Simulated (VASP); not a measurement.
# CuO (Pm-3m) in VASP: a series of runs

Runs on CuO. Level: LDA+U. Tasks: single point.

Program: VASP 6.6.1. These are calculated values, not measurements. Logs are shortened: lines on timing, memory, paths and dates and some standing lists are left out, and cuts for length are marked.

## 1. The cell of the first run

It takes space group Pm-3m (No. 221, cubic). Conventional cell: a = 2.553 Å, b = 2.553 Å, c = 2.553 Å, α = 90.00°, β = 90.00°, γ = 90.00°. Within 2.9 Å of Cu (site symmetry m-3m) lie 8 O at 2.21 Å and 6 Cu at 2.55 Å. O (site symmetry m-3m) has 8 Cu at 2.21 Å and 6 O at 2.55 Å within 2.9 Å.

## 2. Single point, LDA+U, collinear spin, ferromagnetic start

INCAR reads:

```
PREC     = Accurate       # precision mode
ENCUT    = 600            # plane-wave cutoff, eV
EDIFF    = 1E-6           # SCF threshold, eV
ISMEAR   = 0              # smearing method
SIGMA    = 0.05           # smearing width, eV
LREAL    = F              # projectors in reciprocal space
LASPH    = T              # aspherical terms in the spheres
NELM     = 200            # most SCF steps
ALGO     = Normal         # electronic algorithm
ISIF     = 2              # what is computed and relaxed
LWAVE    = F              # write WAVECAR
LCHARG   = T              # write CHGCAR
ISPIN    = 2              # spin polarisation
MAGMOM   = 0.31 0.81      # initial moments
LORBIT   = 11             # projections on sites
LMAXMIX  = 4              # l up to which the mixer works
LDAU     = T              # DFT+U
LDAUTYPE = 2            
LDAUL    = 2 -1           # shell
LDAUU    = 8 0            # U, eV
LDAUJ    = 0 0          
LDAUPRINT= 1            
GGA      = CA             # functional
LELF     = T              # ELF
LVHAR    = T            
NBANDS   = 20             # bands
GGA_COMPAT= F
```

KPOINTS reads:

```
regular mesh
0
Gamma
  7 7 7
```

POSCAR reads:

```
CuO
1.0
    2.5525506100      0.0000000000      0.0000000000
    0.0000000000      2.5525506100      0.0000000000
    0.0000000000      0.0000000000      2.5525506100
Cu O
1 1
Direct
    0.0000000000      0.0000000000      0.0000000000
    0.5000000000      0.5000000000      0.5000000000
```

Potentials or basis: VASP PAW LDA potentials, release 64 (Cu, O).

Command:

```console
cat potpaw_LDA.64/Cu/POTCAR potpaw_LDA.64/O/POTCAR > POTCAR
mpirun -np 1 vasp_std > vasp.out
```

OUTCAR:

```text
PREC = Accurate
   ENCUT = 600
   EDIFF = 1E-6
   ISMEAR = 0
   LREAL = F
   LASPH = T
   NELM = 200
   ISIF = 2
   ISPIN = 2
   LORBIT = 11
   GGA = CA

 ion  position               nearest neighbor table
   1  0.000  0.000  0.000-   2 2.21   2 2.21   2 2.21   2 2.21   2 2.21   2 2.21   2 2.21   2 2.21

   2  0.500  0.500  0.500-   1 2.21   1 2.21   1 2.21   1 2.21   1 2.21   1 2.21   1 2.21   1 2.21

  LATTYP: Found a simple cubic cell.
 ALAT       =     2.5525506100

  Lattice vectors:

 A1 = (   2.5525506100,   0.0000000000,   0.0000000000)
 A2 = (   0.0000000000,   2.5525506100,   0.0000000000)
 A3 = (   0.0000000000,   0.0000000000,   2.5525506100)

Analysis of symmetry for initial positions (statically):
=====================================================================
 Subroutine PRICEL returns:
 Original cell was already a primitive cell.

 Routine SETGRP: Setting up the symmetry group for a
 simple cubic supercell.

 Subroutine GETGRP returns: Found 48 space group operations
 (whereof 48 operations were pure point group operations)
 out of a pool of 48 trial point group operations.

The static configuration has the point symmetry O_h .

Analysis of symmetry for dynamics (positions and initial velocities):
=====================================================================
 Subroutine PRICEL returns:
 Original cell was already a primitive cell.

 Routine SETGRP: Setting up the symmetry group for a
 simple cubic supercell.

 Subroutine GETGRP returns: Found 48 space group operations
 (whereof 48 operations were pure point group operations)
 out of a pool of 48 trial point group operations.

The dynamic configuration has the point symmetry O_h .

Analysis of structural, dynamic, and magnetic symmetry:
=====================================================================
 Subroutine PRICEL returns:
 Original cell was already a primitive cell.

 Routine SETGRP: Setting up the symmetry group for a
 simple cubic supercell.

 Subroutine GETGRP returns: Found 48 space group operations
 (whereof 48 operations were pure point group operations)
 out of a pool of 48 trial point group operations.

The overall configuration has the point symmetry O_h .

 Subroutine INISYM returns: Found 48 space group operations
 (whereof 48 operations are pure point group operations),
 and found     1 'primitive' translations

----------------------------------------------------------------------------------------

                                     Primitive cell

  volume of cell :      16.6312

  direct lattice vectors                    reciprocal lattice vectors
     2.552550610  0.000000000  0.000000000     0.391765004  0.000000000  0.000000000
     0.000000000  2.552550610  0.000000000     0.000000000  0.391765004  0.000000000
     0.000000000  0.000000000  2.552550610     0.000000000  0.000000000  0.391765004

  length of vectors
     2.552550610  2.552550610  2.552550610     0.391765004  0.391765004  0.391765004

  position of ions in fractional coordinates (direct lattice)
     0.000000000  0.000000000  0.000000000
     0.500000000  0.500000000  0.500000000

  ion indices of the primitive-cell ions
   primitive index   ion index
                 1           1
                 2           2

----------------------------------------------------------------------------------------

 KPOINTS: regular mesh

Automatic generation of k-mesh.
 Grid dimensions read from file:
 generate k-points for:    7    7    7

 Generating k-lattice:

  Cartesian coordinates                     Fractional coordinates (reciprocal lattice)
[... 65 lines left out ...]
   PSTRESS=    0.0 pullay stress
   NELECT =      17.0000    total number of electrons
   NUPDOWN=      -1.0000    fix difference up-down
   EMIN   =  10.00;   EMAX   =-10.00  energy-range for DOS
   EFERMI =   0.00;   METHOD = LEGACY
   ISMEAR =     0;   SIGMA  =   0.05  broadening in eV -4-tet -1-fermi 0-gaus
   EFERMI_NEDOS =   21; number of points for ismear=-14 and -15
   IALGO  =     38    algorithm
   IMIX   =      4    mixing-type and parameters
     AMIX     =   0.40;   BMIX     =  1.00
     AMIX_MAG =   1.60;   BMIX_MAG =  1.00
  volume/ion in A,a.u.               =       8.32        56.12
  Fermi-wavevector in a.u.,A,eV,Ry     =   1.649112  3.116370 37.001994  2.719570
  Thomas-Fermi vector in A             =   2.738287
   LORBIT       =     11    0 simple, 1 ext, 2 COOP (PROOUT), +10 PAW based schemes
 LDA+U is selected, type is set to LDAUTYPE =  2
   angular momentum for each species LDAUL =     2   -1
   U (eV)           for each species LDAUU =   8.0  0.0
   J (eV)           for each species LDAUJ =   0.0  0.0
   GGA     = CA    functional components
   LHFCALC =     F    Hartree Fock is set to
   AEXX    =    0.0000 exact exchange contribution
   IVDW    =     0    specifies the selected vdW correction
   LEPSILON=     F    determine dielectric tensor
   LRPA    =     F    only Hartree local field effects (RPA)
 spin polarized calculation
 Gauss-broadening in eV      SIGMA  =   0.05
  energy-cutoff  :      600.00
  volume of cell :       16.63
 maximum number of plane-waves:       570
   NGX = 11   NGY = 11   NGZ = 11

atom =   1  type =  1  l = 2

 onsite density matrix

spin component  1

  0.9952  0.0000 -0.0000  0.0000 -0.0000
  0.0000  0.9952 -0.0000  0.0000 -0.0000
 -0.0000 -0.0000  0.9671 -0.0000 -0.0000
  0.0000  0.0000 -0.0000  0.9952  0.0000
 -0.0000 -0.0000 -0.0000  0.0000  0.9671

spin component  2

  0.8821 -0.0000  0.0000  0.0000  0.0000
 -0.0000  0.8821 -0.0000  0.0000  0.0000
  0.0000 -0.0000  0.9649 -0.0000 -0.0000
  0.0000  0.0000 -0.0000  0.8821 -0.0000
  0.0000  0.0000 -0.0000 -0.0000  0.9649

 occupancies and eigenvectors

  o =  0.8821  v =  0.0000  0.0000  0.0000  0.0000  0.0000  1.0000  0.0000  0.0000  0.0000  0.0000      0.0000  0.0000  0.0000  0.0000  0.0000  0.0000  0.0000  0.0000  0.0000  0.0000
  o =  0.8821  v =  0.0000  0.0000  0.0000  0.0000  0.0000  0.0000 -0.0082 -0.0000  1.0000 -0.0000      0.0000  0.0000  0.0000  0.0000  0.0000  0.0000  0.0000  0.0000  0.0000  0.0000
  o =  0.8821  v =  0.0000  0.0000  0.0000  0.0000  0.0000  0.0000 -1.0000 -0.0000 -0.0082 -0.0000      0.0000  0.0000  0.0000  0.0000  0.0000  0.0000  0.0000  0.0000  0.0000  0.0000
  o =  0.9649  v =  0.0000  0.0000  0.0000  0.0000  0.0000  0.0000  0.0000  0.9980  0.0000  0.0636      0.0000  0.0000  0.0000  0.0000  0.0000  0.0000  0.0000  0.0000  0.0000  0.0000
  o =  0.9649  v =  0.0000  0.0000  0.0000  0.0000  0.0000  0.0000 -0.0000 -0.0636  0.0000  0.9980      0.0000  0.0000  0.0000  0.0000  0.0000  0.0000  0.0000  0.0000  0.0000  0.0000
  o =  0.9671  v =  0.0000 -0.0000 -0.1265  0.0000  0.9920  0.0000  0.0000  0.0000  0.0000  0.0000      0.0000  0.0000  0.0000  0.0000  0.0000  0.0000  0.0000  0.0000  0.0000  0.0000
  o =  0.9671  v =  0.0000  0.0000  0.9920 -0.0000  0.1265  0.0000  0.0000  0.0000  0.0000  0.0000      0.0000  0.0000  0.0000  0.0000  0.0000  0.0000  0.0000  0.0000  0.0000  0.0000
  o =  0.9952  v =  0.0000  0.8578 -0.0000 -0.5140  0.0000  0.0000  0.0000  0.0000  0.0000  0.0000      0.0000  0.0000  0.0000  0.0000  0.0000  0.0000  0.0000  0.0000  0.0000  0.0000
  o =  0.9952  v =  0.0000  0.5140  0.0000  0.8578  0.0000  0.0000  0.0000  0.0000  0.0000  0.0000      0.0000  0.0000  0.0000  0.0000  0.0000  0.0000  0.0000  0.0000  0.0000  0.0000
  o =  0.9952  v =  1.0000  0.0000  0.0000  0.0000  0.0000  0.0000  0.0000  0.0000  0.0000  0.0000      0.0000  0.0000  0.0000  0.0000  0.0000  0.0000  0.0000  0.0000  0.0000  0.0000

 number of electron      16.9999977 magnetization       1.0000528

 Free energy of the ion-electron system (eV)
  ---------------------------------------------------
  ext. energy  EPLUGINS =         0.00000000
  ---------------------------------------------------
  free energy    TOTEN  =        -8.17940628 eV

  energy without entropy =       -8.17840620  energy(sigma->0) =       -8.17890624

 E-fermi :   6.3226     XC(G=0): -13.7694

 val. band max:        6.2455502204   @ k =   0.4286   0.4286   0.4286
 cond. band min:       6.3330347398   @ k =   0.4286   0.1429   0.0000
 fundamental gap:      0.0874845194
 Fermi energy:         6.3225565720

 spin component 1

 k-point     1 :       0.0000    0.0000    0.0000
  band No.  band energies     occupation
      1     -13.3707      1.00000
      2       1.2884      1.00000
      3       1.2884      1.00000
      4       2.8878      1.00000
      5       2.8878      1.00000
      6       2.8878      1.00000
[... 436 lines left out ...]
      6       3.5955      1.00000
[... 12 lines left out ...]
     19      50.0047      0.00000
     20      51.7523      0.00000
 Fermi energy:         6.3225565720

 spin component 2

 k-point     1 :       0.0000    0.0000    0.0000
  band No.  band energies     occupation
      1     -12.5113      1.00000
      2       1.5088      1.00000
      3       1.5088      1.00000
      4       4.2029      1.00000
      5       4.2029      1.00000
      6       4.2029      1.00000
[... 449 lines left out ...]
     19      50.1748      0.00000
     20      52.1967      0.00000

------------------------ aborting loop because EDIFF is reached ----------------------------------------

  FORCE on cell =-STRESS in cart. coord.  units (eV):
  Direction    XX          YY          ZZ          XY          YZ          ZX
  --------------------------------------------------------------------------------------
  -------------------------------------------------------------------------------------
  Total       -0.5951227     -0.5951227     -0.5951227     -0.0000000     -0.0000000      0.0000000
  in kB      -57.3315896    -57.3315896    -57.3315896     -0.0000000     -0.0000000      0.0000000
  external PRESSURE =     -57.3315896 kB  Pullay stress =       0.0000000 kB

 VOLUME and BASIS-vectors are now :
 -----------------------------------------------------------------------------
  energy-cutoff  :      600.00
  volume of cell :       16.63
      direct lattice vectors                 reciprocal lattice vectors
     2.552550610  0.000000000  0.000000000     0.391765004  0.000000000  0.000000000
     0.000000000  2.552550610  0.000000000     0.000000000  0.391765004  0.000000000
     0.000000000  0.000000000  2.552550610     0.000000000  0.000000000  0.391765004

 POSITION                                       TOTAL-FORCE (eV/Angst)
 -----------------------------------------------------------------------------------
      0.00000      0.00000      0.00000         0.000000      0.000000      0.000000
      1.27628      1.27628      1.27628         0.000000      0.000000      0.000000
 -----------------------------------------------------------------------------------
    total drift:                               -0.000000      0.000000      0.000000

  FREE ENERGIE OF THE ION-ELECTRON SYSTEM (eV)
  ---------------------------------------------------
  free  energy   TOTEN  =        -8.1794062770 eV

  energy  without entropy=       -8.1784062006  energy(sigma->0) =       -8.17890624

 total charge

# of ion       s       p       d       tot
------------------------------------------
    1        0.284   0.319   9.470  10.074
    2        1.584   3.249   0.000   4.833
--------------------------------------------------
tot          1.868   3.568   9.470  14.907

 magnetization (x)

# of ion       s       p       d       tot
------------------------------------------
    1       -0.017  -0.013   0.344   0.315
    2        0.005   0.616   0.000   0.621
--------------------------------------------------
tot         -0.012   0.603   0.344   0.936
```

It took 6.9 s on 1 thread of AMD EPYC 9R45 (Zen 5), shared host; peak memory 0.1 GiB.

What came out:

| Item | Value |
| --- | --- |
| Free energy | -8.1794 eV |
| Pressure | -5.7 GPa |
| Band gap on the k mesh | zero (filled and empty bands overlap) |
| Net moment | 1.00 μB per cell |
| Site moments | Cu +0.32; O +0.62 μB |
| Valence electrons inside the program's atomic spheres | Cu 10.07; O 4.83 |

Eigenvalues of the final occupation matrices:
```tsv
site	spin	trace	eigenvalues
site 1 d	1	4.92	0.97 0.97 1.00 1.00 1.00
site 1 d	2	4.58	0.88 0.88 0.88 0.96 0.96
```

Caveat: the cell stands under tension; a cell with one magnetic atom can't hold antiferromagnetic order, which such compounds often take.

## 3. Single point, LDA+U, collinear spin, zero start

INCAR reads:

```
SYSTEM = CuO
  ALGO = Normal
  EDIFF = 1E-6
  ENCUT = 600
  GGA_COMPAT = .FALSE.
  ISIF = 2
  ISMEAR = 0
  ISPIN = 2
  LASPH = .TRUE.
  LCHARG = .FALSE.
  LDAU = .TRUE.
  LDAUJ = 0 0
  LDAUL = 2 -1
  LDAUPRINT = 1
  LDAUTYPE = 2
  LDAUU = 8 0
  LMAXMIX = 4
  LORBIT = 11
  LREAL = .FALSE.
  LWAVE = .FALSE.
  MAGMOM = 0 0
  NBANDS = 20
  NELM = 200
  NUPDOWN = 0.0
  PREC = Accurate
  SIGMA = 0.05
```

KPOINTS reads:

```
k-points
0
G
  7 7 7
  0 0 0
```

POSCAR is that of step 2.

Potentials or basis: VASP PAW LDA potentials, release 64 (Cu, O).

Command:

```console
cat potpaw_LDA.64/Cu/POTCAR potpaw_LDA.64/O/POTCAR > POTCAR
mpirun -np 1 vasp_std > vasp.out
```

It took 6.8 s on 1 thread of AMD EPYC 9R45 (Zen 5), shared host; peak memory 0.1 GiB.

It converged, with:

| Item | Value |
| --- | --- |
| Free energy | -8.0341 eV |
| Pressure | -7.5 GPa |
| Net moment | 0.00 μB per cell |
| Valence electrons inside the program's atomic spheres | Cu 10.07; O 4.83 |

Eigenvalues of the final occupation matrices:
```
    site  spin  trace               eigenvalues
site 1 d     1   4.74  0.94 0.94 0.94 0.97 0.97
site 1 d     2   4.74  0.94 0.94 0.94 0.97 0.97
```

Caveat: the cell stands under tension; the total moment is fixed, so each spin has its own Fermi level.
